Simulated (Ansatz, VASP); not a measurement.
## Two plane-wave programs on Al3GaSb4

```xyz
8
Lattice="6.1468 0.0000 0.0000 0.0000 6.1468 0.0000 0.0000 0.0000 6.1468" Properties=species:S:1:pos:R:3 pbc="T T T"
Al    3.0734    3.0734    0.0000
Al    3.0734    0.0000    3.0734
Al    0.0000    3.0734    3.0734
Ga    0.0000    0.0000    0.0000
Sb    4.6139    4.6139    1.5329
Sb    4.6139    1.5329    4.6139
Sb    1.5329    4.6139    4.6139
Sb    1.5329    1.5329    1.5329
```

Alike in both runs: functional PBEsol; k mesh 6 × 6 × 6; occupations gaussian, width 0.02 eV; no spin polarisation.

Ansatz relaxed the structure, and its values are those at the end. VASP's run is a single point on that final structure, the one shown.

|  | VASP | Ansatz |
| --- | --- | --- |
| version | VASP 6.6.1 | Ansatz 0.2.0 |
| potentials or method | VASP PAW PBE potentials, release 64 (Al, Ga_d, Sb), cutoff 520 eV | scalar-relativistic, plane waves, PAW |
| valence electrons in the cell | 42 | 82 |

```csv
,VASP,Ansatz,Ansatz less VASP
gap on the k mesh at the Fermi level (eV),0.42,0.43,+0.005
least direct gap on the mesh (eV),0.66,0.67,+0.005
pressure (GPa),0.3,0.0,-0.26
rms of the force components (eV/Å),0.009,0.001,-0.0076
```

VASP's potentials were made for PBE, not for PBEsol. VASP's potentials hold 42 valence electrons a cell and Ansatz's 82, so a difference there can come from the potentials and not from the codes.

Neither program's run includes spin-orbit coupling.
